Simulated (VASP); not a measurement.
# Mg3I2 (R-3c) in VASP: further runs

Mg3I2 is run at these levels: PBE; tasks: single point.

All numbers are computed with VASP 6.6.1; they aren't measurements. Logs are shortened: lines on timing, memory, paths and dates and some standing lists are left out, and cuts for length are marked.

### 1 The cell of the first run

Symmetry: R-3c, No. 167, trigonal system. Conventional cell: a = 7.141 Å, b = 7.141 Å, c = 19.497 Å, α = 90.00°, β = 90.00°, γ = 120.00°. Within 3.7 Å of Mg (site symmetry 2) lie 4 I at 2.78 to 2.96 Å. I (site symmetry 3) has 6 Mg at 2.78 to 2.96 Å within 3.7 Å.

### 2 Single point, PBE

File INCAR:

```
PREC     = Accurate       # precision mode
ENCUT    = 520            # plane-wave cutoff, eV
EDIFF    = 1E-7           # SCF threshold, eV
ISMEAR   = 0              # smearing method
SIGMA    = 0.1            # smearing width, eV
LREAL    = F              # projectors in reciprocal space
LASPH    = T              # aspherical terms in the spheres
NELM     = 100            # most SCF steps
ALGO     = Normal         # electronic algorithm
ISIF     = 2              # what is computed and relaxed
LWAVE    = F              # write WAVECAR
LCHARG   = F              # write CHGCAR
GGA      = PE             # functional
NBANDS   = 31             # bands
```

File KPOINTS:

```
Automatic mesh
0
Gamma
  3 3 3
```

File POSCAR:

```
Mg3I2
1.0
    3.5705571732      2.0614621451      6.4989502480
   -3.5705571732      2.0614621451      6.4989502480
    0.0000000000     -4.1229242903      6.4989502480
Mg I
6 4
Direct
    0.0562500000      0.4437500000      0.7500000000
    0.7500000000      0.0562500000      0.4437500000
    0.4437500000      0.7500000000      0.0562500000
    0.9437500000      0.5562500000      0.2500000000
    0.2500000000      0.9437500000      0.5562500000
    0.5562500000      0.2500000000      0.9437500000
    0.8521800000      0.8521800000      0.8521800000
    0.6478200000      0.6478200000      0.6478200000
    0.1478200000      0.1478200000      0.1478200000
    0.3521800000      0.3521800000      0.3521800000
```

Potentials or basis: VASP PAW PBE potentials, release 64 (Mg, I).

The run is started by

```
cat potpaw_PBE.64/Mg/POTCAR potpaw_PBE.64/I/POTCAR > POTCAR
mpirun -np 1 vasp_std > vasp.out
```

OUTCAR:

```text
PREC = Accurate
   ENCUT = 520
   EDIFF = 1E-7
   ISMEAR = 0
   LREAL = F
   LASPH = T
   NELM = 100
   ISIF = 2
   GGA = PE

 ion  position               nearest neighbor table
   1  0.056  0.444  0.750-   9 2.78  10 2.78   7 2.96   8 2.96
   2  0.750  0.056  0.444-  10 2.78   9 2.78   8 2.96   7 2.96
   3  0.444  0.750  0.056-   9 2.78  10 2.78   7 2.96   8 2.96
   4  0.944  0.556  0.250-   7 2.78   8 2.78   9 2.96  10 2.96
   5  0.250  0.944  0.556-   8 2.78   7 2.78  10 2.96   9 2.96
   6  0.556  0.250  0.944-   7 2.78   8 2.78   9 2.96  10 2.96
   7  0.852  0.852  0.852-   6 2.78   5 2.78   4 2.78   1 2.96   3 2.96   2 2.96
   8  0.648  0.648  0.648-   5 2.78   6 2.78   4 2.78   1 2.96   2 2.96   3 2.96
   9  0.148  0.148  0.148-   3 2.78   2 2.78   1 2.78   4 2.96   6 2.96   5 2.96
  10  0.352  0.352  0.352-   2 2.78   3 2.78   1 2.78   4 2.96   5 2.96   6 2.96

  LATTYP: Found a trigonal (rhomboedric) cell.
 ALAT       =     7.6964185846
 COS(alpha) =     0.5695481095

  Lattice vectors:

 A1 = (   3.5705571732,   2.0614621451,   6.4989502480)
 A2 = (  -3.5705571732,   2.0614621451,   6.4989502480)
 A3 = (   0.0000000000,  -4.1229242903,   6.4989502480)

Analysis of symmetry for initial positions (statically):
=====================================================================
 Subroutine PRICEL returns:
 Original cell was already a primitive cell.

 Routine SETGRP: Setting up the symmetry group for a
 trigonal (rhombohedral) supercell.

 Subroutine GETGRP returns: Found 12 space group operations
 (whereof  6 operations were pure point group operations)
 out of a pool of 12 trial point group operations.

The static configuration has the point symmetry S_6 .
 The point group associated with its full space group is D_3d.

Analysis of symmetry for dynamics (positions and initial velocities):
=====================================================================
 Subroutine PRICEL returns:
 Original cell was already a primitive cell.

 Routine SETGRP: Setting up the symmetry group for a
 trigonal (rhombohedral) supercell.

 Subroutine GETGRP returns: Found 12 space group operations
 (whereof  6 operations were pure point group operations)
 out of a pool of 12 trial point group operations.

The dynamic configuration has the point symmetry S_6 .
 The point group associated with its full space group is D_3d.

 Subroutine INISYM returns: Found 12 space group operations
 (whereof  6 operations are pure point group operations),
 and found     1 'primitive' translations

----------------------------------------------------------------------------------------

                                     Primitive cell

  volume of cell :     287.0158

  direct lattice vectors                    reciprocal lattice vectors
     3.570557173  2.061462145  6.498950248     0.140034167  0.080848764  0.051290335
    -3.570557173  2.061462145  6.498950248    -0.140034167  0.080848764  0.051290335
     0.000000000 -4.122924290  6.498950248     0.000000000 -0.161697528  0.051290335

  length of vectors
     7.696418585  7.696418585  7.696418585     0.169637228  0.169637228  0.169637228

  position of ions in fractional coordinates (direct lattice)
     0.056250000  0.443750000  0.750000000
     0.750000000  0.056250000  0.443750000
     0.443750000  0.750000000  0.056250000
     0.943750000  0.556250000  0.250000000
     0.250000000  0.943750000  0.556250000
     0.556250000  0.250000000  0.943750000
     0.852180000  0.852180000  0.852180000
     0.647820000  0.647820000  0.647820000
     0.147820000  0.147820000  0.147820000
     0.352180000  0.352180000  0.352180000

  ion indices of the primitive-cell ions
   primitive index   ion index
                 1           1
                 2           2
                 3           3
                 4           4
                 5           5
                 6           6
                 7           7
                 8           8
                 9           9
                10          10

----------------------------------------------------------------------------------------

 KPOINTS: Automatic mesh

Automatic generation of k-mesh.
 Grid dimensions read from file:
 generate k-points for:    3    3    3

 Generating k-lattice:

  Cartesian coordinates                     Fractional coordinates (reciprocal lattice)
     0.046678056  0.026949588  0.017096778     0.333333333 -0.000000000  0.000000000
    -0.046678056  0.026949588  0.017096778    -0.000000000  0.333333333  0.000000000
     0.000000000 -0.053899176  0.017096778     0.000000000  0.000000000  0.333333333

  Length of vectors
     0.056545743  0.056545743  0.056545743

  Shift w.r.t. Gamma in fractional coordinates (k-lattice)
     0.000000000  0.000000000  0.000000000

 Subroutine IBZKPT returns following result:
 ===========================================

 Found      6 irreducible k-points:

 Following reciprocal coordinates:
            Coordinates               Weight
  0.000000  0.000000  0.000000      1.000000
  0.333333  0.000000  0.000000      6.000000
  0.333333  0.333333  0.000000      6.000000
 -0.333333  0.333333  0.000000      6.000000
  0.333333  0.333333  0.333333      2.000000
 -0.333333  0.333333  0.333333      6.000000
   k-points           NKPTS =      6   k-points in BZ     NKDIM =      6   number of bands    NBANDS=     31
   number of dos      NEDOS =    301   number of ions     NIONS =     10
   total plane-waves  NPLWV = 216000
   dimension x,y,z NGX =    60 NGY =   60 NGZ =   60
   dimension x,y,z NGXF=   120 NGYF=  120 NGZF=  120
   ions per type =               6   4
   NGX,Y,Z   is equivalent  to a cutoff of  12.96, 12.96, 12.96 a.u.
   NGXF,Y,Z  is equivalent  to a cutoff of  25.92, 25.92, 25.92 a.u.
 SYSTEM =  unknown system
   PREC   = accura    normal or accurate (medium, high low for compatibility)
   ISTART =      0    job   : 0-new  1-cont  2-samecut
   ICHARG =      2    charge: 1-file 2-atom 10-const
   ISPIN  =      1    spin polarized calculation?
   LNONCOLLINEAR =      F non collinear calculations
   LSORBIT =      F    spin-orbit coupling
   LASPH  =      T    aspherical Exc in radial PAW
   ENCUT  =  520.0 eV  38.22 Ry    6.18 a.u.  14.31 14.31 14.31*2*pi/ulx,y,z
   NELM   =    100;   NELMIN=  2; NELMDL= -5     # of ELM steps
   EDIFF  = 0.1E-06   stopping-criterion for ELM
   LREAL  =      F    real-space projection
   EDIFFG = 0.1E-05   stopping-criterion for IOM
   NSW    =      0    number of steps for IOM
   IBRION =     -1    ionic relax: 0-MD 1-quasi-New 2-CG
   NFREE  =      0    steps in history (QN), initial steepest desc. (CG)
   ISIF   =      2    stress and relaxation
   ISYM   =      2    0-nonsym 1-usesym 2-fastsym
   POTIM  = 0.5000    time-step for ionic-motion
   TEBEG  =    0.0;   TEEND  =   0.0 temperature during run
   PSTRESS=    0.0 pullay stress
   NELECT =      40.0000    total number of electrons
   NUPDOWN=      -1.0000    fix difference up-down
   EMIN   =  10.00;   EMAX   =-10.00  energy-range for DOS
[... 5 lines left out ...]
     AMIX     =   0.40;   BMIX     =  1.00
     AMIX_MAG =   1.60;   BMIX_MAG =  1.00
  volume/ion in A,a.u.               =      28.70       193.69
  Fermi-wavevector in a.u.,A,eV,Ry     =   0.848776  1.603953  9.801910  0.720420
  Thomas-Fermi vector in A             =   1.964492
   LORBIT       =      0    0 simple, 1 ext, 2 COOP (PROOUT), +10 PAW based schemes
   GGA     = PE    functional components
   LHFCALC =     F    Hartree Fock is set to
[... 5 lines left out ...]
 Gauss-broadening in eV      SIGMA  =   0.10
  energy-cutoff  :      520.00
  volume of cell :      287.02
 maximum number of plane-waves:      7747
 NGX is ok and might be reduce to    60
   NGX = 29   NGY = 29   NGZ = 29

 number of electron      40.0000001 magnetization

 Free energy of the ion-electron system (eV)
  ---------------------------------------------------
  ext. energy  EPLUGINS =         0.00000000
  ---------------------------------------------------
  free energy    TOTEN  =       -11.65795230 eV

  energy without entropy =      -11.63295041  energy(sigma->0) =      -11.64545136

 E-fermi :   5.1778     XC(G=0):  -8.5310

 val. band max:        5.0963487602   @ k =  -0.3333   0.3333   0.3333
 cond. band min:       5.2233849887   @ k =   0.3333   0.3333   0.0000
 fundamental gap:      0.1270362286
 Fermi energy:         5.1778329067

 k-point     1 :       0.0000    0.0000    0.0000
  band No.  band energies     occupation
      1     -10.6248      2.00000
      2     -10.2175      2.00000
      3     -10.1341      2.00000
      4      -9.9323      2.00000
      5      -2.0179      2.00000
      6      -1.7116      2.00000
[... 23 lines left out ...]
     30       8.3233      0.00000
     31       8.3857      0.00000

 k-point     2 :       0.3333    0.0000    0.0000
  band No.  band energies     occupation
      1     -10.4962      2.00000
      2     -10.2586      2.00000
      3     -10.1556      2.00000
      4     -10.0246      2.00000
      5      -1.9216      2.00000
      6      -1.7665      2.00000
[... 23 lines left out ...]
     30       8.5224      0.00000
     31       8.6383      0.00000

 k-point     3 :       0.3333    0.3333    0.0000
  band No.  band energies     occupation
      1     -10.4754      2.00000
      2     -10.2319      2.00000
      3     -10.1821      2.00000
      4     -10.0506      2.00000
      5      -2.1394      2.00000
      6      -2.0555      2.00000
[... 23 lines left out ...]
     30       8.3167      0.00000
     31       8.4138      0.00000

 k-point     4 :      -0.3333    0.3333    0.0000
  band No.  band energies     occupation
      1     -10.3383      2.00000
      2     -10.3334      2.00000
      3     -10.1422      2.00000
      4     -10.1367      2.00000
      5      -2.0412      2.00000
      6      -1.9254      2.00000
[... 23 lines left out ...]
     30       7.7028      0.00000
     31       8.0476      0.00000

 k-point     5 :       0.3333    0.3333    0.3333
  band No.  band energies     occupation
      1     -10.5286      2.00000
      2     -10.3287      2.00000
      3     -10.0826      2.00000
      4      -9.9859      2.00000
      5      -1.7764      2.00000
      6      -1.6980      2.00000
[... 23 lines left out ...]
     30       8.3115      0.00000
     31       8.9061      0.00000

 k-point     6 :      -0.3333    0.3333    0.3333
  band No.  band energies     occupation
      1     -10.3799      2.00000
      2     -10.3543      2.00000
      3     -10.1210      2.00000
      4     -10.0908      2.00000
      5      -2.0620      2.00000
      6      -1.8035      2.00000
[... 23 lines left out ...]
     30       8.2703      0.00000
     31       8.3006      0.00000

------------------------ aborting loop because EDIFF is reached ----------------------------------------

  FORCE on cell =-STRESS in cart. coord.  units (eV):
  Direction    XX          YY          ZZ          XY          YZ          ZX
  --------------------------------------------------------------------------------------
  -------------------------------------------------------------------------------------
  Total       14.0816228     14.0816228     13.8098621     -0.0000000     -0.0000000      0.0000000
  in kB       78.6063212     78.6063212     77.0893009     -0.0000000     -0.0000000      0.0000000
  external PRESSURE =      78.1006478 kB  Pullay stress =       0.0000000 kB

 VOLUME and BASIS-vectors are now :
 -----------------------------------------------------------------------------
  energy-cutoff  :      520.00
  volume of cell :      287.02
      direct lattice vectors                 reciprocal lattice vectors
     3.570557173  2.061462145  6.498950248     0.140034167  0.080848764  0.051290335
    -3.570557173  2.061462145  6.498950248    -0.140034167  0.080848764  0.051290335
     0.000000000 -4.122924290  6.498950248     0.000000000 -0.161697528  0.051290335

 POSITION                                       TOTAL-FORCE (eV/Angst)
 -----------------------------------------------------------------------------------
     -1.38359     -2.06146      8.12369        -0.086874      0.000000     -0.000000
      2.47707     -0.16749      8.12369         0.043437     -0.075235      0.000000
     -1.09348      2.22896      8.12369         0.043437      0.075235      0.000000
      1.38359      2.06146     11.37316         0.086874      0.000000      0.000000
     -2.47707      0.16749     11.37316        -0.043437      0.075235      0.000000
      1.09348     -2.22896     11.37316        -0.043437     -0.075235      0.000000
      0.00000     -0.00000     16.61483         0.000000      0.000000     -0.173148
      0.00000     -0.00000     12.63045         0.000000     -0.000000      0.173148
      0.00000     -0.00000      2.88202         0.000000     -0.000000      0.173148
      0.00000     -0.00000      6.86640         0.000000      0.000000     -0.173148
 -----------------------------------------------------------------------------------
    total drift:                                0.000000     -0.000000      0.000000

  FREE ENERGIE OF THE ION-ELECTRON SYSTEM (eV)
  ---------------------------------------------------
  free  energy   TOTEN  =       -11.6579523004 eV

  energy  without entropy=      -11.6329504135  energy(sigma->0) =      -11.64545136
```

It took 84 s on 1 thread of Intel Xeon Platinum 8259CL at 2.50GHz (Skylake/Cascade Lake), shared host; peak memory 0.48 GiB.

What came out:

```yaml
Free_energy: -11.6580 eV
Pressure: 7.8 GPa
Largest_force: 0.173 eV/Å
Band_gap_on_the_k_mesh: zero (band 20 reaches 5.55 eV, above the bottom of band 21 at 5.10 eV)
```

Forces on the atoms (eV/Å):
```
Mg  -0.087  0.000  0.000
Mg   0.043 -0.075  0.000
Mg   0.043  0.075  0.000
Mg   0.087  0.000  0.000
Mg  -0.043  0.075  0.000
Mg  -0.043 -0.075  0.000
I    0.000  0.000 -0.173
I    0.000  0.000  0.173
I    0.000  0.000  0.173
I    0.000  0.000 -0.173
```

Stress tensor (GPa, compression positive):
```
7.86 0.00 0.00
0.00 7.86 0.00
0.00 0.00 7.71
```

Caveat: spin-orbit coupling is left out, which moves the levels of the heavy elements.

### 3 Single point, PBE

This run uses another cell than the first one, of 37.78 Å³/atom, 1.316 times its volume.

File INCAR:

```
  PREC = Accurate
  ENCUT = 520
  EDIFF = 1E-7
  ISMEAR = 0
  SIGMA = 0.1
  LREAL = F
  LASPH = T
  NELM = 100
  ALGO = Normal
  ISIF = 2
  LWAVE = F
  LCHARG = F
  GGA = PE
  NBANDS = 31
```

File KPOINTS:

```
regular mesh
0
Gamma
  3 3 3
```

File POSCAR:

```
Mg3I2
1.0
    3.7894659881      2.1878492083      7.5949310078
   -3.7894659881      2.1878492083      7.5949310078
    0.0000000000     -4.3756984166      7.5949310077
Mg I
6 4
Direct
   -0.0197409094      0.5197409094      0.7500000000
    0.7500000000     -0.0197409094      0.5197409094
    0.5197409094      0.7500000000     -0.0197409094
    1.0197409094      0.4802590906      0.2500000000
    0.2500000000      1.0197409094      0.4802590906
    0.4802590906      0.2500000000      1.0197409094
    0.9030972216      0.9030972216      0.9030972216
    0.5969027784      0.5969027784      0.5969027784
    0.0969027784      0.0969027784      0.0969027784
    0.4030972216      0.4030972216      0.4030972216
```

Potentials or basis: VASP PAW PBE potentials, release 64 (Mg, I).

The run is started by

```
cat potpaw_PBE.64/Mg/POTCAR potpaw_PBE.64/I/POTCAR > POTCAR
mpirun -np 1 vasp_std > vasp.out
```

Wall time 2.6 min (1 thread of Intel Xeon Platinum 8259CL at 2.50GHz (Skylake/Cascade Lake), shared host); peak memory 0.68 GiB.

The run converged. Its results:

```
Free energy            : -16.0269 eV
Pressure               : 0.1 GPa
Largest force          : 0.017 eV/Å
Band gap on the k mesh : zero (band 20 reaches 3.08 eV, above the bottom of band 21 at 3.02 eV)
```

Forces on the atoms (eV/Å):
```
Mg   0.017  0.000  0.000
Mg  -0.008  0.014  0.000
Mg  -0.008 -0.014  0.000
Mg  -0.017  0.000  0.000
Mg   0.008 -0.014  0.000
Mg   0.008  0.014  0.000
I    0.000  0.000 -0.007
I    0.000  0.000  0.007
I    0.000  0.000  0.007
I    0.000  0.000 -0.007
```

Stress tensor (GPa, compression positive):
```
0.05 0.00 0.00
0.00 0.05 0.00
0.00 0.00 0.21
```

Levels at points of the mesh, in eV from the Fermi level:
```
           k point  band 16  band 17  band 18  band 19  band 20  band 21  band 22  band 23  band 24  band 25
(0.00, 0.00, 0.00)    -3.57    -3.21    -2.06    -0.21    -0.21     0.38     0.38     1.52     1.69     1.95
```

Caveat: spin-orbit coupling is left out, which moves the levels of the heavy elements.
